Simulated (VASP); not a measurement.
# OsC6 (Fm-3m) in VASP: a series of runs

OsC6 is run at these levels: PBE; tasks: relaxation of cell and atoms, single point.

Program: VASP 6.6.1. These are calculated values, not measurements. Logs are shortened: lines on timing, memory, paths and dates and some standing lists are left out, and cuts for length are marked.

**1. The cell of the first run**

The structure is cubic, space group Fm-3m (No. 225). Conventional cell: a = 6.403 Å, b = 6.403 Å, c = 6.403 Å, α = 90.00°, β = 90.00°, γ = 90.00°. Within 2.7 Å of Os (site symmetry m-3m) lie 6 C at 2.06 Å. Within 2.1 Å of C (site symmetry 4mm) lie 4 C at 1.61 Å and 1 Os at 2.06 Å.

**2. Relaxation of cell and atoms, PBE**

INCAR reads:

```
  ALGO = Normal
  EDIFF = 1E-6
  EDIFFG = -0.04
  ENCUT = 600
  GGA = PE
  IBRION = 2
  ISIF = 3
  ISMEAR = 0
  LASPH = True
  LCHARG = False
  LREAL = False
  LWAVE = False
  NELM = 60
  NSW = 90
  PREC = Accurate
  SIGMA = 0.1
```

KPOINTS reads:

```
k-points
0
Gamma
  6 6 6
```

POSCAR reads:

```
OsC6
1.0
    0.0000000000      3.2014569618      3.2014569618
    3.2014569618      0.0000000000      3.2014569618
    3.2014569618      3.2014569618      0.0000000000
Os C
1 6
Direct
    0.0000000000      0.0000000000      0.0000000000
    0.3222369922      0.6777630078      0.6777630078
    0.6777630078      0.3222369922      0.3222369922
    0.6777630078      0.3222369922      0.6777630078
    0.3222369922      0.6777630078      0.3222369922
    0.6777630078      0.6777630078      0.3222369922
    0.3222369922      0.3222369922      0.6777630078
```

Potentials or basis: VASP PAW PBE potentials, release 64 (Os, C).

Started as:

```
cat potpaw_PBE.64/Os/POTCAR potpaw_PBE.64/C/POTCAR > POTCAR
mpirun -np 1 vasp_std > vasp.out
```

OUTCAR:

```text
EDIFF = 1E-6
   EDIFFG = -0.04
   ENCUT = 600
   GGA = PE
   IBRION = 2
   ISIF = 3
   ISMEAR = 0
   LASPH = True
   LREAL = False
   NELM = 60
   NSW = 90
   PREC = Accurate

 ion  position               nearest neighbor table
   1  0.000  0.000  0.000-   2 2.06   3 2.06   4 2.06   5 2.06   6 2.06   7 2.06
   2  0.322  0.678  0.678-   4 1.61   5 1.61   6 1.61   7 1.61   1 2.06
   3  0.678  0.322  0.322-   4 1.61   5 1.61   6 1.61   7 1.61   1 2.06
   4  0.678  0.322  0.678-   2 1.61   3 1.61   6 1.61   7 1.61   1 2.06
   5  0.322  0.678  0.322-   2 1.61   3 1.61   6 1.61   7 1.61   1 2.06
   6  0.678  0.678  0.322-   2 1.61   3 1.61   4 1.61   5 1.61   1 2.06
   7  0.322  0.322  0.678-   2 1.61   3 1.61   4 1.61   5 1.61   1 2.06

  LATTYP: Found a face centered cubic cell.
 ALAT       =     6.4029139236

  Lattice vectors:

 A1 = (   0.0000000000,   3.2014569618,   3.2014569618)
 A2 = (   3.2014569618,   0.0000000000,   3.2014569618)
 A3 = (   3.2014569618,   3.2014569618,   0.0000000000)

Analysis of symmetry for initial positions (statically):
=====================================================================
 Subroutine PRICEL returns:
 Original cell was already a primitive cell.

 Routine SETGRP: Setting up the symmetry group for a
 face centered cubic supercell.

 Subroutine GETGRP returns: Found 48 space group operations
 (whereof 48 operations were pure point group operations)
 out of a pool of 48 trial point group operations.

The static configuration has the point symmetry O_h .

Analysis of symmetry for dynamics (positions and initial velocities):
=====================================================================
 Subroutine PRICEL returns:
 Original cell was already a primitive cell.

 Routine SETGRP: Setting up the symmetry group for a
 face centered cubic supercell.

 Subroutine GETGRP returns: Found 48 space group operations
 (whereof 48 operations were pure point group operations)
 out of a pool of 48 trial point group operations.

The dynamic configuration has the point symmetry O_h .

 Subroutine INISYM returns: Found 48 space group operations
 (whereof 48 operations are pure point group operations),
 and found     1 'primitive' translations

----------------------------------------------------------------------------------------

                                     Primitive cell

  volume of cell :      65.6256

  direct lattice vectors                    reciprocal lattice vectors
     0.000000000  3.201456962  3.201456962    -0.156178892  0.156178892  0.156178892
     3.201456962  0.000000000  3.201456962     0.156178892 -0.156178892  0.156178892
     3.201456962  3.201456962  0.000000000     0.156178892  0.156178892 -0.156178892

  length of vectors
     4.527543855  4.527543855  4.527543855     0.270509775  0.270509775  0.270509775

  position of ions in fractional coordinates (direct lattice)
     0.000000000  0.000000000  0.000000000
     0.322236992  0.677763008  0.677763008
     0.677763008  0.322236992  0.322236992
     0.677763008  0.322236992  0.677763008
     0.322236992  0.677763008  0.322236992
     0.677763008  0.677763008  0.322236992
     0.322236992  0.322236992  0.677763008

  ion indices of the primitive-cell ions
   primitive index   ion index
                 1           1
                 2           2
                 3           3
                 4           4
                 5           5
                 6           6
                 7           7

----------------------------------------------------------------------------------------

 KPOINTS: k-points

Automatic generation of k-mesh.
 Grid dimensions read from file:
 generate k-points for:    6    6    6

 Generating k-lattice:

  Cartesian coordinates                     Fractional coordinates (reciprocal lattice)
    -0.026029815  0.026029815  0.026029815     0.166666667  0.000000000  0.000000000
     0.026029815 -0.026029815  0.026029815     0.000000000  0.166666667  0.000000000
     0.026029815  0.026029815 -0.026029815     0.000000000  0.000000000  0.166666667

  Length of vectors
     0.045084963  0.045084963  0.045084963

  Shift w.r.t. Gamma in fractional coordinates (k-lattice)
     0.000000000  0.000000000  0.000000000

 Subroutine IBZKPT returns following result:
 ===========================================

 Found     16 irreducible k-points:

 Following reciprocal coordinates:
            Coordinates               Weight
  0.000000  0.000000  0.000000      1.000000
  0.166667  0.000000  0.000000      8.000000
  0.333333  0.000000  0.000000      8.000000
  0.500000  0.000000  0.000000      4.000000
  0.166667  0.166667  0.000000      6.000000
  0.333333  0.166667  0.000000     24.000000
[... 8 lines left out ...]
 -0.333333  0.333333  0.166667     24.000000
 -0.333333  0.500000  0.166667     12.000000
   k-points           NKPTS =     16   k-points in BZ     NKDIM =     16   number of bands    NBANDS=     20
   number of dos      NEDOS =    301   number of ions     NIONS =      7
   total plane-waves  NPLWV =  46656
   dimension x,y,z NGX =    36 NGY =   36 NGZ =   36
   dimension x,y,z NGXF=    72 NGYF=   72 NGZF=   72
   ions per type =               1   6
   NGX,Y,Z   is equivalent  to a cutoff of  13.22, 13.22, 13.22 a.u.
   NGXF,Y,Z  is equivalent  to a cutoff of  26.44, 26.44, 26.44 a.u.
 SYSTEM =  unknown system
   PREC   = accura    normal or accurate (medium, high low for compatibility)
   ISTART =      0    job   : 0-new  1-cont  2-samecut
   ICHARG =      2    charge: 1-file 2-atom 10-const
   ISPIN  =      1    spin polarized calculation?
   LNONCOLLINEAR =      F non collinear calculations
   LSORBIT =      F    spin-orbit coupling
   LASPH  =      T    aspherical Exc in radial PAW
   ENCUT  =  600.0 eV  44.10 Ry    6.64 a.u.   9.04  9.04  9.04*2*pi/ulx,y,z
   NELM   =     60;   NELMIN=  2; NELMDL= -5     # of ELM steps
   EDIFF  = 0.1E-05   stopping-criterion for ELM
   LREAL  =      F    real-space projection
   EDIFFG = -.4E-01   stopping-criterion for IOM
   NSW    =     90    number of steps for IOM
   IBRION =      2    ionic relax: 0-MD 1-quasi-New 2-CG
   NFREE  =      1    steps in history (QN), initial steepest desc. (CG)
   ISIF   =      3    stress and relaxation
   ISYM   =      2    0-nonsym 1-usesym 2-fastsym
   POTIM  = 0.5000    time-step for ionic-motion
   TEBEG  =    0.0;   TEEND  =   0.0 temperature during run
   PSTRESS=    0.0 pullay stress
   NELECT =      32.0000    total number of electrons
   NUPDOWN=      -1.0000    fix difference up-down
   EMIN   =  10.00;   EMAX   =-10.00  energy-range for DOS
   EFERMI =   0.00;   METHOD = LEGACY
   ISMEAR =     0;   SIGMA  =   0.10  broadening in eV -4-tet -1-fermi 0-gaus
   EFERMI_NEDOS =   21; number of points for ismear=-14 and -15
   IALGO  =     38    algorithm
   IMIX   =      4    mixing-type and parameters
     AMIX     =   0.40;   BMIX     =  1.00
     AMIX_MAG =   1.60;   BMIX_MAG =  1.00
  volume/ion in A,a.u.               =       9.38        63.27
  Fermi-wavevector in a.u.,A,eV,Ry     =   1.288548  2.435002 22.590503  1.660355
  Thomas-Fermi vector in A             =   2.420495
   LORBIT       =      0    0 simple, 1 ext, 2 COOP (PROOUT), +10 PAW based schemes
   GGA     = PE    functional components
   LHFCALC =     F    Hartree Fock is set to
   AEXX    =    0.0000 exact exchange contribution
   IVDW    =     0    specifies the selected vdW correction
   LEPSILON=     F    determine dielectric tensor
   LRPA    =     F    only Hartree local field effects (RPA)
 conjugate gradient relaxation of ions
 non-spin polarized calculation
 Gauss-broadening in eV      SIGMA  =   0.10
  energy-cutoff  :      600.00
  volume of cell :       65.63
 maximum number of plane-waves:      2202
   NGX = 19   NGY = 19   NGZ = 19

--------------------------------------- Ionic step        1  -------------------------------------------

 number of electron      32.0000000 magnetization

 Free energy of the ion-electron system (eV)
  ---------------------------------------------------
  ext. energy  EPLUGINS =         0.00000000
  ---------------------------------------------------
  free energy    TOTEN  =       -57.21916514 eV

  energy without entropy =      -57.21916514  energy(sigma->0) =      -57.21916514

------------------------ aborting loop because EDIFF is reached ----------------------------------------

  FORCE on cell =-STRESS in cart. coord.  units (eV):
  Direction    XX          YY          ZZ          XY          YZ          ZX
  --------------------------------------------------------------------------------------
  -------------------------------------------------------------------------------------
  Total        0.3050089      0.3050089      0.3050089      0.0000000      0.0000000      0.0000000
  in kB        7.4464640      7.4464640      7.4464640      0.0000000      0.0000000      0.0000000
  external PRESSURE =       7.4464640 kB  Pullay stress =       0.0000000 kB

 VOLUME and BASIS-vectors are now :
 -----------------------------------------------------------------------------
  energy-cutoff  :      600.00
  volume of cell :       65.63
      direct lattice vectors                 reciprocal lattice vectors
     0.000000000  3.201456962  3.201456962    -0.156178892  0.156178892  0.156178892
     3.201456962  0.000000000  3.201456962     0.156178892 -0.156178892  0.156178892
     3.201456962  3.201456962  0.000000000     0.156178892  0.156178892 -0.156178892
[... 42 lines left out ...]
 POSITION                                       TOTAL-FORCE (eV/Angst)
 -----------------------------------------------------------------------------------
      0.00000      3.20819      3.20819         0.000000      0.000000     -0.000000
      4.34998      3.20819      3.20819        -0.110461      0.000000      0.000000
      2.06640      3.20819      3.20819         0.110461      0.000000      0.000000
      3.20819      4.34998      3.20819         0.000000     -0.110461      0.000000
      3.20819      2.06640      3.20819         0.000000      0.110461      0.000000
      3.20819      3.20819      4.34998         0.000000      0.000000     -0.110461
      3.20819      3.20819      2.06640         0.000000      0.000000      0.110461
 -----------------------------------------------------------------------------------
    total drift:                                0.000000     -0.000000     -0.000000

  FREE ENERGIE OF THE ION-ELECTRON SYSTEM (eV)
  ---------------------------------------------------
  free  energy   TOTEN  =       -57.2183705328 eV

  energy  without entropy=      -57.2183705328  energy(sigma->0) =      -57.21837053

--------------------------------------- Ionic step        3  -------------------------------------------

 number of electron      32.0000000 magnetization

 Free energy of the ion-electron system (eV)
  ---------------------------------------------------
  ext. energy  EPLUGINS =         0.00000000
  ---------------------------------------------------
  free energy    TOTEN  =       -57.21953683 eV

  energy without entropy =      -57.21953683  energy(sigma->0) =      -57.21953683

 E-fermi :   6.6890     XC(G=0): -11.3840

 val. band max:        6.2606919835   @ k =   0.5000   0.5000   0.0000
 cond. band min:       7.2180613414   @ k =   0.5000   0.5000   0.0000
 fundamental gap:      0.9573693579
 Fermi energy:         6.6890226726

 k-point     1 :       0.0000    0.0000    0.0000
  band No.  band energies     occupation
      1     -17.3840      2.00000
      2      -7.5344      2.00000
      3      -7.5344      2.00000
      4      -7.5344      2.00000
      5      -4.1801      2.00000
      6      -1.7391      2.00000
[... 12 lines left out ...]
     19       8.8605      0.00000
     20       9.8697      0.00000
[... 365 lines left out ...]
 POSITION                                       TOTAL-FORCE (eV/Angst)
 -----------------------------------------------------------------------------------
      0.00000      0.00000      0.00000        -0.000000      0.000000      0.000000
      4.34338      3.20388      3.20388        -0.024608      0.000000      0.000000
      2.06439      3.20388      3.20388         0.024608      0.000000      0.000000
      3.20388      4.34338      3.20388         0.000000     -0.024608      0.000000
      3.20388      2.06439      3.20388         0.000000      0.024608      0.000000
      3.20388      3.20388      4.34338         0.000000      0.000000     -0.024608
      3.20388      3.20388      2.06439         0.000000      0.000000      0.024608
 -----------------------------------------------------------------------------------
    total drift:                                0.000000     -0.000000     -0.000000

  FREE ENERGIE OF THE ION-ELECTRON SYSTEM (eV)
  ---------------------------------------------------
  free  energy   TOTEN  =       -57.2195368318 eV

  energy  without entropy=      -57.2195368318  energy(sigma->0) =      -57.21953683

 reached required accuracy - stopping structural energy minimisation
```

It took 68 s on 1 thread of Intel Xeon Platinum 8259CL at 2.50GHz (Skylake/Cascade Lake), shared host; peak memory 0.21 GiB.

Results:

| Property | Result |
| --- | --- |
| Free energy | -57.2195 eV |
| Relaxed volume | 9.40 Å³/atom |
| Relaxed cell | a = 4.531 Å, b = 4.531 Å, c = 4.531 Å, α = 60.00°, β = 60.00°, γ = 60.00° |
| Space group after relaxing (to 0.05 Å) | Fm-3m (No. 225) |
| Energy gained by relaxing | 0.1 meV/atom |
| Ionic steps | 3 |
| Pressure after relaxing | 0.1 GPa |
| Largest force after relaxing | 0.025 eV/Å |
| Band gap on the k mesh | 0.96 eV, direct |

Forces on the atoms (eV/Å):
```
Os   0.000  0.000  0.000
C   -0.025  0.000  0.000
C    0.025  0.000  0.000
C    0.000 -0.025  0.000
C    0.000  0.025  0.000
C    0.000  0.000 -0.025
C    0.000  0.000  0.025
```

Step by step:
```
step  energy change (eV)  largest force (eV/Å)  pressure (GPa)  volume (Å³)
   1              0.0000                0.0247            0.74        65.63
   2              0.0008                0.1105           -1.10        66.04
   3             -0.0004                0.0246            0.06        65.77
```

Final structure:
```xyz
7
Lattice="0.0000 3.2039 3.2039 3.2039 0.0000 3.2039 3.2039 3.2039 0.0000" Properties=species:S:1:pos:R:3 pbc="T T T"
Os    0.0000    0.0000    0.0000
C     4.3434    3.2039    3.2039
C     2.0644    3.2039    3.2039
C     3.2039    4.3434    3.2039
C     3.2039    2.0644    3.2039
C     3.2039    3.2039    4.3434
C     3.2039    3.2039    2.0644
```

Levels at points of the mesh, in eV from the valence-band top:
| k point | band 14 | band 15 | band 16 | band 17 | band 18 | band 19 |
| --- | --- | --- | --- | --- | --- | --- |
| (0.00, 0.00, 0.00) | -0.10 | -0.10 | -0.10 | 2.60 | 2.60 | 2.60 |
| (0.50, 0.00, 0.00) | -2.82 | -2.82 | -2.02 | 2.99 | 3.51 | 3.51 |
| (0.50, 0.50, 0.00) | -1.88 | -1.88 | 0.00 | 0.96 | 1.56 | 1.56 |

Caveat: spin-orbit coupling is left out, which moves the levels of the heavy elements. A k mesh can miss the band edges.

**3. Relaxation of cell and atoms, PBE**

INCAR reads:

```
  PREC = Accurate
  ENCUT = 600
  EDIFF = 1E-7
  ISMEAR = 0
  SIGMA = 0.02
  LREAL = False
  LASPH = True
  NELM = 80
  ALGO = Normal
  ISIF = 3
  LWAVE = False
  LCHARG = False
  GGA = PE
  IBRION = 2
  NSW = 100
  EDIFFG = -0.01
```

KPOINTS reads:

```
regular mesh
0
Gamma
  8 8 8
```

POSCAR is that of step 2.

Potentials or basis: VASP PAW PBE potentials, release 64 (Os, C).

Started as:

```
cat potpaw_PBE.64/Os/POTCAR potpaw_PBE.64/C/POTCAR > POTCAR
mpirun -np 1 vasp_std > vasp.out
```

It took 3 min on 1 thread of Intel Xeon Platinum 8259CL at 2.50GHz (Skylake/Cascade Lake), shared host; peak memory 0.23 GiB.

The run converged. Its results:

```
Free energy                            : -57.2198 eV
Relaxed volume                         : 9.40 Å³/atom
Relaxed cell                           : a = 4.532 Å, b = 4.532 Å, c = 4.532 Å, α = 60.00°, β = 60.00°, γ = 60.00°
Space group after relaxing (to 0.05 Å) : Fm-3m (No. 225)
Energy gained by relaxing              : 0.1 meV/atom
Ionic steps                            : 5
Pressure after relaxing                : 0.0 GPa
Band gap on the k mesh                 : 0.96 eV, direct
```

Step by step:
```
step  energy change (eV)  largest force (eV/Å)  pressure (GPa)  volume (Å³)
   1              0.0000                0.0247            0.74        65.63
   2              0.0008                0.1094           -1.08        66.04
   3             -0.0004                0.0241            0.08        65.77
   4             -0.0003                0.0342           -0.09        65.84
   5             -0.0004                0.0006            0.01        65.80
```

Final structure:
```yaml
crystal:
  lattice:
    - [0.00000, 3.20430, 3.20430]
    - [3.20430, 0.00000, 3.20430]
    - [3.20430, 3.20430, 0.00000]
  atoms:
    - { symbol: Os, position: [0.00000, 0.00000, 0.00000] }
    - { symbol: C, position: [0.32223, 0.67777, 0.67777] }
    - { symbol: C, position: [0.67777, 0.32223, 0.32223] }
    - { symbol: C, position: [0.67777, 0.32223, 0.67777] }
    - { symbol: C, position: [0.32223, 0.67777, 0.32223] }
    - { symbol: C, position: [0.67777, 0.67777, 0.32223] }
    - { symbol: C, position: [0.32223, 0.32223, 0.67777] }
```

Levels at points of the mesh, in eV from the valence-band top:
```tsv
k point	band 12	band 13	band 14	band 15	band 16	band 17	band 18	band 19	band 20
(0.00, 0.00, 0.00)	-3.27	-3.27	-0.10	-0.10	-0.10	2.60	2.60	2.60	3.61
(0.50, 0.00, 0.00)	-5.40	-5.40	-2.82	-2.82	-2.02	3.00	3.51	3.51	6.42
(0.50, 0.50, 0.00)	-3.22	-2.91	-1.87	-1.87	0.00	0.96	1.56	1.56	3.63
```

Caveat: spin-orbit coupling is left out, which moves the levels of the heavy elements. A k mesh can miss the band edges.

**4. Single point, PBE**

This run uses another cell than the first one, of 13.72 Å³/atom, 1.464 times its volume.

INCAR reads:

```
ALGO = Normal
EDIFF = 1E-6
ENCUT = 600
GGA = PE
GGA_COMPAT = False
ISIF = 2
ISMEAR = 0
LASPH = True
LCHARG = False
LREAL = False
LWAVE = False
NBANDS = 29
NELM = 120
PREC = Accurate
SIGMA = 0.1
```

KPOINTS reads:

```
k-points
0
Gamma
  4 4 4
```

POSCAR reads:

```
OsC6
1.0
    0.0000000000      3.6350897500      3.6350897500
    3.6350897500      0.0000000000      3.6350897500
    3.6350897500      3.6350897500      0.0000000000
Os C
1 6
Direct
    0.0000000000      0.0000000000      0.0000000000
    0.2045271900      0.7954728100      0.7954728100
    0.7954728100      0.2045271900      0.2045271900
    0.7954728100      0.2045271900      0.7954728100
    0.2045271900      0.7954728100      0.2045271900
    0.7954728100      0.7954728100      0.2045271900
    0.2045271900      0.2045271900      0.7954728100
```

Potentials or basis: VASP PAW PBE potentials, release 64 (Os_sv_GW, C).

Started as:

```
cat potpaw_PBE.64/Os_sv_GW/POTCAR potpaw_PBE.64/C/POTCAR > POTCAR
mpirun -np 1 vasp_std > vasp.out
```

It took 23 s on 1 thread of Intel Xeon 6975P-C (Granite Rapids), shared host; peak memory 0.26 GiB.

The run converged. Its results:

| Quantity | Value |
| --- | --- |
| Free energy | -0.0098 eV |
| Pressure | 170.3 GPa |
| Largest force | 35.594 eV/Å |
| Band gap on the k mesh | zero (band 20 reaches 2.37 eV, above the bottom of band 21 at 1.86 eV) |

Forces in eV/Å, atoms in the order of the input:
```
Os    0.000   0.000   0.000
C   -35.594   0.000   0.000
C    35.594   0.000   0.000
C     0.000 -35.594   0.000
C     0.000  35.594   0.000
C     0.000   0.000 -35.594
C     0.000   0.000  35.594
```

Levels at points of the mesh, in eV from the Fermi level:
```csv
k point,band 16,band 17,band 18,band 19,band 20,band 21,band 22,band 23
"(0.00, 0.00, 0.00)",-1.91,-1.25,-1.25,-1.25,0.44,0.44,0.44,3.79
"(0.50, 0.00, 0.00)",-1.52,-1.26,-0.60,-0.60,0.19,0.19,0.63,2.03
"(0.50, 0.50, 0.00)",-0.56,-0.56,-0.21,-0.06,0.00,0.00,0.10,2.87
```

Caveat: the k points lie up to 0.37 Å⁻¹ apart; spin-orbit coupling is left out, which moves the levels of the heavy elements; forces of over 1 eV/Å act on the atoms, so gaps and moduli don't describe the material at rest.

(Continued in part 2 of 2.)
